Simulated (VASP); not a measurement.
# H4C33 in VASP: single point with PBE

Aim: the single point of H4C33 with PBE.

All numbers are computed with VASP 6.6.1; they aren't measurements. Logs are shortened: lines on timing, memory, paths and dates and some standing lists are left out, and cuts for length are marked.

### Step 1. The cell of the first run

The cell holds a slab with vacuum, 37 atoms: a = 5.051 Å, b = 5.051 Å, c = 27.151 Å, α = 90.00°, β = 90.00°, γ = 120.00°.

### Step 2. Single point, PBE

Contents of INCAR:

```
SYSTEM = H4C33
PREC     = Accurate       ! precision mode
ENCUT    = 520            ! plane-wave cutoff, eV
EDIFF    = 1E-7           ! SCF threshold, eV
ISMEAR   = 0              ! smearing method
SIGMA    = 0.05           ! smearing width, eV
LREAL    = Auto         
LASPH    = .True.         ! aspherical terms in the spheres
NELM     = 80             ! most SCF steps
ALGO     = Normal         ! electronic algorithm
ISIF     = 2              ! what is computed and relaxed
LWAVE    = .False.        ! write WAVECAR
LCHARG   = .False.        ! write CHGCAR
LDIPOL   = .True.       
IDIPOL   = 3            
DIPOL    = 0.5 0.5 0.542
GGA      = PE             ! functional
NBANDS   = 92             ! bands
```

Contents of KPOINTS:

```
regular mesh
0
Gamma
  6 6 1
  0 0 0
```

Contents of POSCAR:

```
H4C33
1.0
    5.0508284732      0.0000000000      0.0000000000
   -2.5254142366      4.3741457679      0.0000000000
    0.0000000000      0.0000000000     27.1511742912
C H
33 4
Direct
    0.6666666667      0.3333333333      0.3130619659
    0.6666666667      0.8333333333      0.3130619659
    0.1666666667      0.3333333333      0.3130619659
    0.1666666667      0.8333333333      0.3130619659
    0.5000000000      0.5000000000      0.3320481806
    0.5000000000      0.0000000000      0.3320481806
    0.0000000000      0.5000000000      0.3320481806
    0.0000000000      0.0000000000      0.3320481806
    0.0000000000      0.5000000000      0.3890068244
    0.0000000000      0.0000000000      0.3890068244
    0.5000000000      0.5000000000      0.3890068244
    0.5000000000      0.0000000000      0.3890068244
    0.8333333333      0.6666666667      0.4079930390
    0.8333333333      0.1666666667      0.4079930390
    0.3333333333      0.6666666667      0.4079930390
    0.3333333333      0.1666666667      0.4079930390
    0.3333333333      0.6666666667      0.5442840410
    0.3333333356      0.1666666684      0.5442810666
    0.8333333327      0.6666666644      0.5442810666
    0.8333333316      0.1666666673      0.5442810666
    0.1666667230      0.8333332759      0.5443218094
    0.1666667241      0.3333334471      0.5443218094
    0.6666665529      0.8333332770      0.5443218094
    0.6666666667      0.3333333333      0.5443253986
    0.6666771278      0.8333385953      0.7023441026
    0.6666666667      0.3333333333      0.7023295592
    0.1666614047      0.8333385325      0.7023441026
    0.1666614675      0.3333228722      0.7023441026
    0.5000054024      0.0000108843      0.7023498435
    0.5000054819      0.4999945976      0.7023498435
    0.0000000000      0.0000000000      0.7023329365
   -0.0000108843      0.4999945181      0.7023498435
    0.3333333333      0.6666666667      0.8600838412
    0.3333333333      0.6666666667      0.8197394333
    0.5425651131      0.8664278131      0.8735215143
    0.1335721869      0.6761373000      0.8735215143
    0.3238627000      0.4574348869      0.8735215143
```

Potentials or basis: VASP PAW PBE potentials, release 64 (C, H).

Started as:

```
cat potpaw_PBE.64/C/POTCAR potpaw_PBE.64/H/POTCAR > POTCAR
mpirun -np 1 vasp_std > vasp.out
```

OUTCAR:

```text
SYSTEM = H4C33
   PREC = Accurate
   ENCUT = 520
   EDIFF = 1E-7
   ISMEAR = 0
   LREAL = Auto
   LASPH = .True.
   NELM = 80
   ISIF = 2
   GGA = PE

 ion  position               nearest neighbor table
   1  0.667  0.333  0.313-   6 1.55   7 1.55   5 1.55
   2  0.667  0.833  0.313-   5 1.55   8 1.55   6 1.55
   3  0.167  0.333  0.313-   8 1.55   5 1.55   7 1.55
   4  0.167  0.833  0.313-   7 1.55   6 1.55   8 1.55
   5  0.500  0.500  0.332-  11 1.55   2 1.55   3 1.55   1 1.55
   6  0.500  0.000  0.332-  12 1.55   1 1.55   4 1.55   2 1.55
   7  0.000  0.500  0.332-   9 1.55   4 1.55   1 1.55   3 1.55
   8  0.000  0.000  0.332-  10 1.55   3 1.55   2 1.55   4 1.55
   9  0.000  0.500  0.389-   7 1.55  14 1.55  15 1.55  13 1.55
  10  0.000  0.000  0.389-   8 1.55  13 1.55  16 1.55  14 1.55
  11  0.500  0.500  0.389-   5 1.55  16 1.55  13 1.55  15 1.55
  12  0.500  0.000  0.389-   6 1.55  15 1.55  14 1.55  16 1.55
  13  0.833  0.667  0.408-  10 1.55  11 1.55   9 1.55
  14  0.833  0.167  0.408-   9 1.55  12 1.55  10 1.55
  15  0.333  0.667  0.408-  12 1.55   9 1.55  11 1.55
  16  0.333  0.167  0.408-  11 1.55  10 1.55  12 1.55
  17  0.333  0.667  0.544-  21 1.46  22 1.46  23 1.46
  18  0.333  0.167  0.544-  24 1.46  22 1.46  21 1.46
[... 12 lines left out ...]
  31  0.000  0.000  0.702-  28 1.46  27 1.46  25 1.46
  32  1.000  0.500  0.702-  26 1.46  28 1.46  27 1.46
  33  0.333  0.667  0.860-  34 1.10  36 1.10  35 1.10  37 1.10
  34  0.333  0.667  0.820-  33 1.10
  35  0.543  0.866  0.874-  33 1.10
  36  0.134  0.676  0.874-  33 1.10
  37  0.324  0.457  0.874-  33 1.10

  LATTYP: Found a hexagonal cell.
 ALAT       =     5.0508284732
 C/A-ratio  =     5.3755882694

  Lattice vectors:

 A1 = (   5.0508284732,   0.0000000000,   0.0000000000)
 A2 = (  -2.5254142366,   4.3741457679,   0.0000000000)
 A3 = (   0.0000000000,   0.0000000000,  27.1511742912)

Analysis of symmetry for initial positions (statically):
=====================================================================
 Subroutine PRICEL returns:
 Original cell was already a primitive cell.

 Routine SETGRP: Setting up the symmetry group for a
 hexagonal supercell.

 Subroutine GETGRP returns: Found  3 space group operations
 (whereof  3 operations were pure point group operations)
 out of a pool of 24 trial point group operations.

The static configuration has the point symmetry C_3 .

Analysis of symmetry for dynamics (positions and initial velocities):
=====================================================================
 Subroutine PRICEL returns:
 Original cell was already a primitive cell.

 Routine SETGRP: Setting up the symmetry group for a
 hexagonal supercell.

 Subroutine GETGRP returns: Found  3 space group operations
 (whereof  3 operations were pure point group operations)
 out of a pool of 24 trial point group operations.

The dynamic configuration has the point symmetry C_3 .

 Subroutine INISYM returns: Found  3 space group operations
 (whereof  3 operations are pure point group operations),
 and found     1 'primitive' translations

----------------------------------------------------------------------------------------

                                     Primitive cell

  volume of cell :     599.8525

  direct lattice vectors                    reciprocal lattice vectors
     5.050828473  0.000000000  0.000000000     0.197987321  0.114308033  0.000000000
    -2.525414237  4.374145768  0.000000000     0.000000000  0.228616067  0.000000000
     0.000000000  0.000000000 27.151174291     0.000000000  0.000000000  0.036830820

  length of vectors
     5.050828473  5.050828473 27.151174291     0.228616067  0.228616067  0.036830820

  position of ions in fractional coordinates (direct lattice)
     0.666666667  0.333333333  0.313061966
     0.666666667  0.833333333  0.313061966
     0.166666667  0.333333333  0.313061966
     0.166666667  0.833333333  0.313061966
     0.500000000  0.500000000  0.332048181
     0.500000000  0.000000000  0.332048181
[... 29 lines left out ...]
     0.133572187  0.676137300  0.873521514
     0.323862700  0.457434887  0.873521514

  ion indices of the primitive-cell ions
   primitive index   ion index
                 1           1
                 2           2
                 3           3
                 4           4
                 5           5
                 6           6
[... 29 lines left out ...]
                36          36
                37          37

----------------------------------------------------------------------------------------

 KPOINTS: regular mesh

Automatic generation of k-mesh.
 Grid dimensions read from file:
 generate k-points for:    6    6    1

 Generating k-lattice:

  Cartesian coordinates                     Fractional coordinates (reciprocal lattice)
     0.032997887  0.019051339  0.000000000     0.166666667  0.000000000  0.000000000
     0.000000000  0.038102678  0.000000000     0.000000000  0.166666667  0.000000000
     0.000000000  0.000000000  0.036830820     0.000000000  0.000000000  1.000000000

  Length of vectors
     0.038102678  0.038102678  0.036830820

  Shift w.r.t. Gamma in fractional coordinates (k-lattice)
     0.000000000  0.000000000  0.000000000

 Subroutine IBZKPT returns following result:
 ===========================================

 Found      8 irreducible k-points:

 Following reciprocal coordinates:
            Coordinates               Weight
  0.000000  0.000000  0.000000      1.000000
  0.166667  0.000000  0.000000      6.000000
  0.333333  0.000000  0.000000      6.000000
  0.500000  0.000000  0.000000      3.000000
  0.166667  0.166667  0.000000      6.000000
  0.333333  0.166667  0.000000      6.000000
 -0.333333  0.500000  0.000000      6.000000
  0.333333  0.333333  0.000000      2.000000
   k-points           NKPTS =      8   k-points in BZ     NKDIM =      8   number of bands    NBANDS=     92
   number of dos      NEDOS =    301   number of ions     NIONS =     37
   total plane-waves  NPLWV = 336000
   dimension x,y,z NGX =    40 NGY =   40 NGZ =  210
   dimension x,y,z NGXF=    80 NGYF=   80 NGZF=  420
   ions per type =              33   4
   NGX,Y,Z   is equivalent  to a cutoff of  13.17, 13.17, 12.86 a.u.
   NGXF,Y,Z  is equivalent  to a cutoff of  26.33, 26.33, 25.72 a.u.
 SYSTEM =  H4C33
   PREC   = accura    normal or accurate (medium, high low for compatibility)
   ISTART =      0    job   : 0-new  1-cont  2-samecut
   ICHARG =      2    charge: 1-file 2-atom 10-const
   ISPIN  =      1    spin polarized calculation?
   LNONCOLLINEAR =      F non collinear calculations
   LSORBIT =      F    spin-orbit coupling
   LASPH  =      T    aspherical Exc in radial PAW
   ENCUT  =  520.0 eV  38.22 Ry    6.18 a.u.   9.39  9.39 50.48*2*pi/ulx,y,z
   NELM   =     80;   NELMIN=  2; NELMDL= -5     # of ELM steps
   EDIFF  = 0.1E-06   stopping-criterion for ELM
   LREAL  =      T    real-space projection
   EDIFFG = 0.1E-05   stopping-criterion for IOM
   NSW    =      0    number of steps for IOM
   IBRION =     -1    ionic relax: 0-MD 1-quasi-New 2-CG
   NFREE  =      0    steps in history (QN), initial steepest desc. (CG)
   ISIF   =      2    stress and relaxation
   ISYM   =      2    0-nonsym 1-usesym 2-fastsym
   POTIM  = 0.5000    time-step for ionic-motion
   TEBEG  =    0.0;   TEEND  =   0.0 temperature during run
   PSTRESS=    0.0 pullay stress
   NELECT =     136.0000    total number of electrons
   NUPDOWN=      -1.0000    fix difference up-down
   EMIN   =  10.00;   EMAX   =-10.00  energy-range for DOS
   EFERMI =   0.00;   METHOD = LEGACY
   ISMEAR =     0;   SIGMA  =   0.05  broadening in eV -4-tet -1-fermi 0-gaus
   EFERMI_NEDOS =   21; number of points for ismear=-14 and -15
   IALGO  =     38    algorithm
   IMIX   =      4    mixing-type and parameters
     AMIX     =   0.40;   BMIX     =  1.00
     AMIX_MAG =   1.60;   BMIX_MAG =  1.00
  volume/ion in A,a.u.               =      16.21       109.41
  Fermi-wavevector in a.u.,A,eV,Ry     =   0.998251  1.886420 13.558267  0.996505
  Thomas-Fermi vector in A             =   2.130462
   LORBIT       =      0    0 simple, 1 ext, 2 COOP (PROOUT), +10 PAW based schemes
   GGA     = PE    functional components
   LHFCALC =     F    Hartree Fock is set to
   AEXX    =    0.0000 exact exchange contribution
   IVDW    =     0    specifies the selected vdW correction
   LEPSILON=     F    determine dielectric tensor
   LRPA    =     F    only Hartree local field effects (RPA)
 non-spin polarized calculation
 Gauss-broadening in eV      SIGMA  =   0.05
  energy-cutoff  :      520.00
  volume of cell :      599.85
 maximum number of plane-waves:     16216
 NGX is ok and might be reduce to    40
   NGX = 19   NGY = 19   NGZ =101

 dipolmoment           0.000000      0.000000      0.333864 electrons x Angstroem

 number of electron     136.0000003 magnetization

 dipolmoment           0.000000      0.000000     -0.146726 electrons x Angstroem

 Free energy of the ion-electron system (eV)
  ---------------------------------------------------
  ext. energy  EPLUGINS =         0.00000000
  ---------------------------------------------------
  free energy    TOTEN  =      -301.37216729 eV

  energy without entropy =     -301.36559892  energy(sigma->0) =     -301.36888310

 E-fermi :  -0.3251     XC(G=0):  -5.9998

 val. band max:       -0.3435175898   @ k =   0.3333   0.3333   0.0000
 cond. band min:      -0.3161439886   @ k =   0.3333   0.3333   0.0000
 fundamental gap:      0.0273736012
 Fermi energy:        -0.3250870800

 k-point     1 :       0.0000    0.0000    0.0000
  band No.  band energies     occupation
      1     -20.5291      2.00000
      2     -19.2698      2.00000
      3     -19.1816      2.00000
      4     -17.1934      2.00000
      5     -15.4318      2.00000
      6     -15.4318      2.00000
[... 72 lines left out ...]
     79       2.7998      0.00000
[... 580 lines left out ...]
     79       5.6399      0.00000
     80       5.6407      0.00000
 [bands above 80 left out]

------------------------ aborting loop because EDIFF is reached ----------------------------------------

 vacuum level on the upper side and lower side of the slab       (xc-potential included)        -0.723         0.499

  FORCE on cell =-STRESS in cart. coord.  units (eV):
  Direction    XX          YY          ZZ          XY          YZ          ZX
  --------------------------------------------------------------------------------------
  -------------------------------------------------------------------------------------
  Total      -33.1966632    -33.1966632     -2.1501335      0.0000003     -0.0000000      0.0000000
  in kB      -88.6666958    -88.6666958     -5.7429035      0.0000007     -0.0000000      0.0000000
  external PRESSURE =     -61.0254317 kB  Pullay stress =       0.0000000 kB

 VOLUME and BASIS-vectors are now :
 -----------------------------------------------------------------------------
  energy-cutoff  :      520.00
  volume of cell :      599.85
      direct lattice vectors                 reciprocal lattice vectors
     5.050828473  0.000000000  0.000000000     0.197987321  0.114308033  0.000000000
    -2.525414237  4.374145768  0.000000000     0.000000000  0.228616067  0.000000000
     0.000000000  0.000000000 27.151174291     0.000000000  0.000000000  0.036830820

 POSITION                                       TOTAL-FORCE (eV/Angst)
 -----------------------------------------------------------------------------------
      2.52541      1.45805      8.50000         0.000000      0.000000      4.157340
      1.26271      3.64512      8.50000         0.000000      0.000000      4.157343
      0.00000      1.45805      8.50000         0.000000     -0.000000      4.157343
     -1.26271      3.64512      8.50000        -0.000001      0.000000      4.157343
      1.26271      2.18707      9.01550        -0.000001      0.000001     -6.570577
      2.52541      0.00000      9.01550        -0.000000     -0.000001     -6.570577
[... 29 lines left out ...]
     -1.03288      2.95752     23.71713        -0.002428     -0.000335     -0.002600
      0.48056      2.00089     23.71713         0.001504     -0.001935     -0.002600
 -----------------------------------------------------------------------------------
    total drift:                                0.000006     -0.000003      0.138129

  FREE ENERGIE OF THE ION-ELECTRON SYSTEM (eV)
  ---------------------------------------------------
  free  energy   TOTEN  =      -301.3721672916 eV

  energy  without entropy=     -301.3655989174  energy(sigma->0) =     -301.36888310

 vacuum level on the upper side and lower side of the slab         4.035         5.281
```

Wall time 32 min (1 thread of Oxide Virtual Turin-like, shared host); peak memory 0.75 GiB.

Results:

```
Free energy            : -301.3722 eV
Largest force          : 6.571 eV/Å
Band gap on the k mesh : 0.03 eV
```

Forces in eV/Å, atoms in the order of the input:
```
C    0.000  0.000  4.157
C    0.000  0.000  4.157
C    0.000  0.000  4.157
C    0.000  0.000  4.157
C    0.000  0.000 -6.571
C    0.000  0.000 -6.571
C    0.000  0.000 -6.571
C    0.000  0.000 -6.571
C    0.000  0.000  6.499
C    0.000  0.000  6.499
C    0.000  0.000  6.499
C    0.000  0.000  6.499
C    0.000  0.000 -4.077
C    0.000  0.000 -4.077
C    0.000  0.000 -4.077
C    0.000  0.000 -4.077
C    0.000  0.000  0.005
C    0.000  0.000  0.006
C    0.000  0.000  0.006
C    0.000  0.000  0.006
C    0.000  0.000  0.003
C    0.000  0.000  0.003
C    0.000  0.000  0.003
C    0.000  0.000  0.001
C    0.000  0.000 -0.007
C    0.000  0.000  0.002
C    0.000  0.000 -0.007
C    0.000  0.000 -0.007
C    0.000  0.000 -0.009
C    0.000  0.000 -0.009
C    0.000  0.000  0.001
C    0.000  0.000 -0.009
C    0.000  0.000  0.011
H    0.000  0.000 -0.024
H    0.001  0.002 -0.003
H   -0.002  0.000 -0.003
H    0.002 -0.002 -0.003
```
